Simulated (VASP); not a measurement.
# HF in VASP: further runs, part 2 of 2

VASP 6.6.1. The steps go on from the part before.

### Step 4. Single point, PBE+D3(BJ)

Contents of INCAR:

```
  ALGO = Normal
  EDIFF = 1E-7
  ENCUT = 520
  GGA = PE
  ISIF = 2
  ISMEAR = -1
  IVDW = 12
  LASPH = T
  LCHARG = F
  LREAL = F
  LWAVE = F
  NBANDS = 36
  NELM = 100
  PREC = Accurate
  SIGMA = 0.05
```

Contents of KPOINTS:

```
k-points
0
Gamma
  1 1 1
```

Contents of POSCAR:

```
HF
1.0
    5.4647890000      0.0000000000      0.0000000000
    0.0000000000      5.4647890000      0.0000000000
    0.0000000000      0.0000000000      5.4647890000
F H
6 6
Direct
    1.0694099992      0.5464986846      0.4594321940
    0.8273695471     -0.0778438106      0.2214175149
    0.3007618409      0.4234930205      0.9977146419
    0.5648159517      0.8076615584      0.8742881015
    0.8546350097      0.3098564281      0.7950169714
    0.3751837445      0.1092265410      0.5281631185
    1.1536950466      0.4887837390      0.3351822001
    0.6308386289     -0.1126484481      0.0121322159
    0.3797584866      0.5748254873      0.9541264997
    0.4038765266      1.1159991722      0.7009419760
    0.8859079463      0.3937205993      0.6408298655
    0.8542141334     -0.1041394279      0.3826497235
```

Potentials or basis: VASP PAW PBE potentials, release 64 (F, H).

Started as:

```sh
cat potpaw_PBE.64/F/POTCAR potpaw_PBE.64/H/POTCAR > POTCAR
mpirun -np 1 vasp_gam > vasp.out
```

OUTCAR:

```text
EDIFF = 1E-7
   ENCUT = 520
   GGA = PE
   ISIF = 2
   ISMEAR = -1
   IVDW = 12
   LASPH = T
   LREAL = F
   NELM = 100
   PREC = Accurate
 IVDW          = 12

 ion  position               nearest neighbor table
   1  0.069  0.546  0.459-   7 0.88
   2  0.827  0.922  0.221-  12 0.90
   3  0.301  0.423  0.998-   9 0.96
   4  0.565  0.808  0.874-   8 0.94
[... 244 lines left out ...]
  Total       1.47466     0.07955     3.69681    -0.58125     0.81043    -0.32647
  in kB      14.47710     0.78097    36.29254    -5.70633     7.95618    -3.20508
  external pressure =       17.18 kB  Pullay stress =        0.00 kB

 VOLUME and BASIS-vectors are now :
 -----------------------------------------------------------------------------
  energy-cutoff  :      520.00
  volume of cell :      163.20
      direct lattice vectors                 reciprocal lattice vectors
     5.464789000  0.000000000  0.000000000     0.182989682  0.000000000  0.000000000
     0.000000000  5.464789000  0.000000000     0.000000000  0.182989682  0.000000000
     0.000000000  0.000000000  5.464789000     0.000000000  0.000000000  0.182989682

 POSITION                                       TOTAL-FORCE (eV/Angst)
 -----------------------------------------------------------------------------------
      0.37931      2.98650      2.51070        -2.552793      2.021923      3.584042
      4.52140      5.03939      1.21000        -0.146106      0.684418     -2.252269
      1.64360      2.31430      5.45230         0.108448      0.351736      0.346028
      3.08660      4.41370      4.77780        -0.804741     -0.358312     -0.780236
      4.67040      1.69330      4.34460        -0.313303      0.229621     -0.950934
      2.05030      0.59690      2.88630         0.043112      0.094120      0.526445
      0.83991      2.67110      1.83170         2.564839     -1.950080     -3.975413
      3.44740      4.84919      0.06630         0.617872      0.197125      0.847054
      2.07530      3.14130      5.21410         0.142130     -0.265530     -0.097139
      2.20710      0.63391      3.83050        -0.106251      0.006554     -0.718979
      4.84130      2.15160      3.50200         0.138001     -0.562882      1.085797
      4.66810      4.89569      2.09110         0.308791     -0.448693      2.385603
 -----------------------------------------------------------------------------------
    total drift:                                0.000082      0.000298     -0.001810

  FREE ENERGIE OF THE ION-ELECTRON SYSTEM (eV)
  ---------------------------------------------------
  free  energy   TOTEN  =       -48.7756353231 eV

  energy  without entropy=      -48.7756353231  energy(sigma->0) =      -48.77563532
```

OSZICAR:

```text
N       E                     dE             d eps       ncg     rms          rms(c)
DAV:   1     0.410873512798E+03    0.41087E+03   -0.28501E+04    72   0.125E+03
DAV:   2    -0.237886424360E+02   -0.43466E+03   -0.41576E+03    84   0.326E+02
DAV:   3    -0.517711267118E+02   -0.27982E+02   -0.27838E+02    84   0.876E+01
DAV:   4    -0.520705533292E+02   -0.29943E+00   -0.29914E+00    80   0.101E+01
DAV:   5    -0.520729418903E+02   -0.23886E-02   -0.23884E-02    88   0.896E-01    0.126E+01
DAV:   6    -0.485689222329E+02    0.35040E+01   -0.11124E+01    88   0.192E+01    0.514E+00
DAV:   7    -0.485112287113E+02    0.57694E-01   -0.28378E-01    80   0.314E+00    0.307E+00
DAV:   8    -0.484993757682E+02    0.11853E-01   -0.73319E-02    92   0.237E+00    0.272E-01
DAV:   9    -0.485003547944E+02   -0.97903E-03   -0.11768E-02    80   0.647E-01    0.188E-01
DAV:  10    -0.485004602362E+02   -0.10544E-03   -0.94326E-04    84   0.204E-01    0.658E-02
DAV:  11    -0.485002925503E+02    0.16769E-03   -0.25411E-04    80   0.136E-01    0.221E-02
DAV:  12    -0.485002721305E+02    0.20420E-04   -0.60589E-05    88   0.579E-02    0.134E-02
DAV:  13    -0.485002686576E+02    0.34729E-05   -0.14809E-05    80   0.284E-02    0.575E-03
DAV:  14    -0.485002679940E+02    0.66360E-06   -0.19148E-06    88   0.109E-02    0.217E-03
DAV:  15    -0.485002679666E+02    0.27355E-07   -0.58491E-07    80   0.555E-03
   1 F= -.48775635E+02 E0= -.48775635E+02  d E =-.130293E-10
```

Run time: 18 s. Hardware: 1 thread of Intel Xeon Platinum 8375C at 2.90GHz (Ice Lake), shared host; peak memory 0.23 GiB.

What came out:

```yaml
Free_energy: -48.7756 eV
Pressure: 1.7 GPa
Largest_force: 5.117 eV/Å
Band_gap_on_the_k_mesh: 6.16 eV
Dispersion_energy_per_atom: -0.023 eV
```

Forces on the atoms (eV/Å):
```
F   -2.553  2.022  3.584
F   -0.146  0.684 -2.252
F    0.108  0.352  0.346
F   -0.805 -0.358 -0.780
F   -0.313  0.230 -0.951
F    0.043  0.094  0.526
H    2.565 -1.950 -3.975
H    0.618  0.197  0.847
H    0.142 -0.266 -0.097
H   -0.106  0.007 -0.719
H    0.138 -0.563  1.086
H    0.309 -0.449  2.386
```

Stress tensor (GPa, compression positive):
```
 1.45 -0.57 -0.32
-0.57  0.08  0.80
-0.32  0.80  3.63
```

Levels at points of the mesh, in eV from the valence-band top:
| k point | band 20 | band 21 | band 22 | band 23 | band 24 | band 25 | band 26 | band 27 | band 28 | band 29 |
| --- | --- | --- | --- | --- | --- | --- | --- | --- | --- | --- |
| (0.00, 0.00, 0.00) | -1.04 | -0.67 | -0.55 | -0.26 | 0.00 | 6.16 | 9.83 | 10.43 | 11.17 | 11.58 |

Caveat: the k points lie up to 1.15 Å⁻¹ apart.

### Step 5. Single point, PBE+D3(BJ)

Contents of INCAR:

```
SYSTEM = HF
  PREC = Accurate
  ENCUT = 520
  EDIFF = 1E-6
  ISMEAR = -1
  SIGMA = 0.05
  LREAL = .FALSE.
  LASPH = .TRUE.
  NELM = 60
  ALGO = Normal
  ISIF = 2
  LWAVE = .FALSE.
  LCHARG = .FALSE.
  GGA = PE
  IVDW = 12
  NBANDS = 36
```

Contents of KPOINTS:

```
regular mesh
0
G
  1 1 1
  0 0 0
```

Contents of POSCAR:

```
HF
1.0
    5.4647890000      0.0000000000      0.0000000000
    0.0000000000      5.4647890000      0.0000000000
    0.0000000000      0.0000000000      5.4647890000
F H
6 6
Direct
    1.1117721105      0.4790486879      0.4557906993
    0.7772303743     -0.2145371029      0.3094721498
    0.3061417376      0.4008388979      1.0303783001
    0.4423775557      0.8246978978      0.9316187688
    0.8689996997      0.2730389042      0.8845538227
    0.3515597766      0.1187054066      0.6186698151
    1.1753244270      0.4102445675      0.3145409640
    0.4794512652     -0.1055850464      0.0903786038
    0.3863827130      0.4469339987      0.8826873279
    0.4424324526      1.0510744331      0.7648785708
    0.9829656735      0.2731669969      0.7332213558
    0.7625911998     -0.3644971471      0.4080669903
```

Potentials or basis: VASP PAW PBE potentials, release 64 (F, H).

Started as:

```sh
cat potpaw_PBE.64/F/POTCAR potpaw_PBE.64/H/POTCAR > POTCAR
mpirun -np 1 vasp_gam > vasp.out
```

OUTCAR:

```text
SYSTEM = HF
   PREC = Accurate
   ENCUT = 520
   EDIFF = 1E-6
   ISMEAR = -1
   LREAL = .FALSE.
   LASPH = .TRUE.
   NELM = 60
   ISIF = 2
   GGA = PE
   IVDW = 12
 IVDW          = 12

 ion  position               nearest neighbor table
   1  0.112  0.479  0.456-   7 0.93
   2  0.777  0.785  0.309-  12 0.98
   3  0.306  0.401  0.030-   9 0.95
   4  0.442  0.825  0.932-   8 0.97
   5  0.869  0.273  0.885-  11 1.04
   6  0.352  0.119  0.619-  10 1.01
   7  0.175  0.410  0.315-   1 0.93
   8  0.479  0.894  0.090-   4 0.97
   9  0.386  0.447  0.883-   3 0.95
  10  0.442  0.051  0.765-   6 1.01
  11  0.983  0.273  0.733-   5 1.04
  12  0.763  0.636  0.408-   2 0.98

  LATTYP: Found a simple cubic cell.
 ALAT       =     5.4647890000

  Lattice vectors:

 A1 = (   5.4647890000,   0.0000000000,   0.0000000000)
 A2 = (   0.0000000000,   5.4647890000,   0.0000000000)
 A3 = (   0.0000000000,   0.0000000000,   5.4647890000)

Analysis of symmetry for initial positions (statically):
=====================================================================
 Subroutine PRICEL returns:
 Original cell was already a primitive cell.

 Routine SETGRP: Setting up the symmetry group for a
 simple cubic supercell.

 Subroutine GETGRP returns: Found  1 space group operations
 (whereof  1 operations were pure point group operations)
 out of a pool of 48 trial point group operations.

The static configuration has the point symmetry C_1 .

Analysis of symmetry for dynamics (positions and initial velocities):
=====================================================================
 Subroutine PRICEL returns:
 Original cell was already a primitive cell.

 Routine SETGRP: Setting up the symmetry group for a
 simple cubic supercell.

 Subroutine GETGRP returns: Found  1 space group operations
 (whereof  1 operations were pure point group operations)
 out of a pool of 48 trial point group operations.

The dynamic configuration has the point symmetry C_1 .

 Subroutine INISYM returns: Found  1 space group operations
 (whereof  1 operations are pure point group operations),
 and found     1 'primitive' translations

----------------------------------------------------------------------------------------

                                     Primitive cell

  volume of cell :     163.2000

  direct lattice vectors                    reciprocal lattice vectors
     5.464789000  0.000000000  0.000000000     0.182989682  0.000000000  0.000000000
     0.000000000  5.464789000  0.000000000     0.000000000  0.182989682  0.000000000
     0.000000000  0.000000000  5.464789000     0.000000000  0.000000000  0.182989682

  length of vectors
     5.464789000  5.464789000  5.464789000     0.182989682  0.182989682  0.182989682

  position of ions in fractional coordinates (direct lattice)
     0.111772110  0.479048688  0.455790699
     0.777230374  0.785462897  0.309472150
     0.306141738  0.400838898  0.030378300
     0.442377556  0.824697898  0.931618769
     0.868999700  0.273038904  0.884553823
     0.351559777  0.118705407  0.618669815
     0.175324427  0.410244568  0.314540964
     0.479451265  0.894414954  0.090378604
     0.386382713  0.446933999  0.882687328
     0.442432453  0.051074433  0.764878571
     0.982965673  0.273166997  0.733221356
     0.762591200  0.635502853  0.408066990

  ion indices of the primitive-cell ions
   primitive index   ion index
                 1           1
                 2           2
                 3           3
                 4           4
                 5           5
                 6           6
                 7           7
                 8           8
                 9           9
                10          10
                11          11
                12          12

----------------------------------------------------------------------------------------

 KPOINTS: regular mesh

Automatic generation of k-mesh.
 Grid dimensions read from file:
 generate k-points for:    1    1    1

 Generating k-lattice:

  Cartesian coordinates                     Fractional coordinates (reciprocal lattice)
     0.182989682  0.000000000  0.000000000     1.000000000  0.000000000  0.000000000
     0.000000000  0.182989682  0.000000000     0.000000000  1.000000000  0.000000000
     0.000000000  0.000000000  0.182989682     0.000000000  0.000000000  1.000000000

  Length of vectors
     0.182989682  0.182989682  0.182989682

  Shift w.r.t. Gamma in fractional coordinates (k-lattice)
     0.000000000  0.000000000  0.000000000

 Subroutine IBZKPT returns following result:
 ===========================================

 Found      1 irreducible k-points:

 Following reciprocal coordinates:
            Coordinates               Weight
  0.000000  0.000000  0.000000      1.000000
   k-points           NKPTS =      1   k-points in BZ     NKDIM =      1   number of bands    NBANDS=     36
   number of dos      NEDOS =    301   number of ions     NIONS =     12
   total plane-waves  NPLWV =  74088
   dimension x,y,z NGX =    42 NGY =   42 NGZ =   42
   dimension x,y,z NGXF=    84 NGYF=   84 NGZF=   84
   ions per type =               6   6
   NGX,Y,Z   is equivalent  to a cutoff of  12.78, 12.78, 12.78 a.u.
   NGXF,Y,Z  is equivalent  to a cutoff of  25.55, 25.55, 25.55 a.u.
 SYSTEM =  HF
   PREC   = accura    normal or accurate (medium, high low for compatibility)
   ISTART =      0    job   : 0-new  1-cont  2-samecut
   ICHARG =      2    charge: 1-file 2-atom 10-const
   ISPIN  =      1    spin polarized calculation?
   LNONCOLLINEAR =      F non collinear calculations
   LSORBIT =      F    spin-orbit coupling
   LASPH  =      T    aspherical Exc in radial PAW
   ENCUT  =  520.0 eV  38.22 Ry    6.18 a.u.  10.16 10.16 10.16*2*pi/ulx,y,z
   NELM   =     60;   NELMIN=  2; NELMDL= -5     # of ELM steps
   EDIFF  = 0.1E-05   stopping-criterion for ELM
   LREAL  =      F    real-space projection
   EDIFFG = 0.1E-04   stopping-criterion for IOM
   NSW    =      0    number of steps for IOM
   IBRION =     -1    ionic relax: 0-MD 1-quasi-New 2-CG
   NFREE  =      0    steps in history (QN), initial steepest desc. (CG)
   ISIF   =      2    stress and relaxation
   ISYM   =      2    0-nonsym 1-usesym 2-fastsym
   POTIM  = 0.5000    time-step for ionic-motion
   TEBEG  =    0.0;   TEEND  =   0.0 temperature during run
   PSTRESS=    0.0 pullay stress
   NELECT =      48.0000    total number of electrons
   NUPDOWN=      -1.0000    fix difference up-down
   EMIN   =  10.00;   EMAX   =-10.00  energy-range for DOS
   EFERMI =   0.00;   METHOD = LEGACY
   ISMEAR =    -1;   SIGMA  =   0.05  broadening in eV -4-tet -1-fermi 0-gaus
   EFERMI_NEDOS =   21; number of points for ismear=-14 and -15
   IALGO  =     38    algorithm
   IMIX   =      4    mixing-type and parameters
     AMIX     =   0.40;   BMIX     =  1.00
     AMIX_MAG =   1.60;   BMIX_MAG =  1.00
  volume/ion in A,a.u.               =      13.60        91.78
  Fermi-wavevector in a.u.,A,eV,Ry     =   1.088717  2.057378 16.127063  1.185306
  Thomas-Fermi vector in A             =   2.224905
   LORBIT       =      0    0 simple, 1 ext, 2 COOP (PROOUT), +10 PAW based schemes
   GGA     = PE    functional components
   LHFCALC =     F    Hartree Fock is set to
   AEXX    =    0.0000 exact exchange contribution
   IVDW    =    12    specifies the selected vdW correction
   LEPSILON=     F    determine dielectric tensor
   LRPA    =     F    only Hartree local field effects (RPA)
 non-spin polarized calculation
  energy-cutoff  :      520.00
  volume of cell :      163.20
 maximum number of plane-waves:      2193
 NGX is ok and might be reduce to    42
   NGX = 21   NGY = 21   NGZ = 21

 number of electron      48.0000000 magnetization

 Free energy of the ion-electron system (eV)
  ---------------------------------------------------
  ext. energy  EPLUGINS =         0.00000000
  ---------------------------------------------------
  free energy    TOTEN  =       -47.84961567 eV

  energy without entropy =      -47.84961567  energy(sigma->0) =      -47.84961567

 E-fermi :  -4.7269     XC(G=0):  -6.4135

 val. band max:       -5.9379104379   @ k =   0.0000   0.0000   0.0000
 cond. band min:       0.0397480927   @ k =   0.0000   0.0000   0.0000
 fundamental gap:      5.9776585307
 Fermi energy:        -4.7268707998

 k-point     1 :       0.0000    0.0000    0.0000
  band No.  band energies     occupation
      1     -28.2663      2.00000
      2     -27.7244      2.00000
      3     -27.3963      2.00000
      4     -26.8606      2.00000
      5     -26.2802      2.00000
      6     -26.0566      2.00000
[... 28 lines left out ...]
     35       8.5156      0.00000
     36       9.1961      0.00000

------------------------ aborting loop because EDIFF is reached ----------------------------------------

 Edisp (eV)   -0.27881

 E8    (eV) :    -0.0557

  FORCE on cell =-STRESS in cart. coord.  units (eV):
  Direction    XX          YY          ZZ          XY          YZ          ZX
  --------------------------------------------------------------------------------------
  -------------------------------------------------------------------------------------
  Total      -1.31299     0.54595    -3.41243    -0.72623     0.39596     1.27965
  in kB     -12.89000     5.35975   -33.50068    -7.12962     3.88721    12.56262
  external pressure =      -13.68 kB  Pullay stress =        0.00 kB

 VOLUME and BASIS-vectors are now :
 -----------------------------------------------------------------------------
  energy-cutoff  :      520.00
  volume of cell :      163.20
      direct lattice vectors                 reciprocal lattice vectors
     5.464789000  0.000000000  0.000000000     0.182989682  0.000000000  0.000000000
     0.000000000  5.464789000  0.000000000     0.000000000  0.182989682  0.000000000
     0.000000000  0.000000000  5.464789000     0.000000000  0.000000000  0.182989682

 POSITION                                       TOTAL-FORCE (eV/Angst)
 -----------------------------------------------------------------------------------
      0.61081      2.61790      2.49080        -0.833908      0.516398      1.350997
      4.24740      4.29239      1.69120        -0.651511     -1.305197      0.979111
      1.67300      2.19050      0.16601         0.465797     -0.335861     -0.122270
      2.41750      4.50680      5.09110         0.529544      0.879332      0.994335
      4.74890      1.49210      4.83390         1.517865     -0.127999     -2.818565
      1.92120      0.64870      3.38090         1.120120     -0.193298      1.178854
      0.95811      2.24190      1.71890         0.474511     -0.389627     -1.175960
      2.62010      4.88779      0.49390         0.136178     -0.779924     -0.526437
      2.11150      2.44240      4.82370        -0.252750     -0.025246      0.503415
      2.41780      0.27911      4.17990        -1.213437      0.153109     -1.777294
      5.37170      1.49280      4.00690        -1.762877     -0.001304      2.542305
      4.16740      3.47289      2.23000         0.470468      1.609616     -1.128492
 -----------------------------------------------------------------------------------
    total drift:                               -0.000111     -0.000484      0.000147

  FREE ENERGIE OF THE ION-ELECTRON SYSTEM (eV)
  ---------------------------------------------------
  free  energy   TOTEN  =       -48.1284280452 eV

  energy  without entropy=      -48.1284280451  energy(sigma->0) =      -48.12842805
```

Wall time 16 s (1 thread of Intel Xeon Platinum 8375C at 2.90GHz (Ice Lake), shared host); peak memory 0.22 GiB.

What came out:

```
Free energy                : -48.1284 eV
Pressure                   : -1.4 GPa
Largest force              : 3.204 eV/Å
Band gap on the k mesh     : 5.98 eV
Dispersion energy per atom : -0.023 eV
```

Forces in eV/Å, atoms in the order of the input:
```
F   -0.834  0.516  1.351
F   -0.652 -1.305  0.979
F    0.466 -0.336 -0.122
F    0.530  0.879  0.994
F    1.518 -0.128 -2.819
F    1.120 -0.193  1.179
H    0.475 -0.390 -1.176
H    0.136 -0.780 -0.526
H   -0.253 -0.025  0.503
H   -1.213  0.153 -1.777
H   -1.763 -0.001  2.542
H    0.470  1.610 -1.128
```

Stress tensor (GPa, compression positive):
```
-1.29 -0.71  1.26
-0.71  0.54  0.39
 1.26  0.39 -3.35
```

Caveat: the k points lie up to 1.15 Å⁻¹ apart.
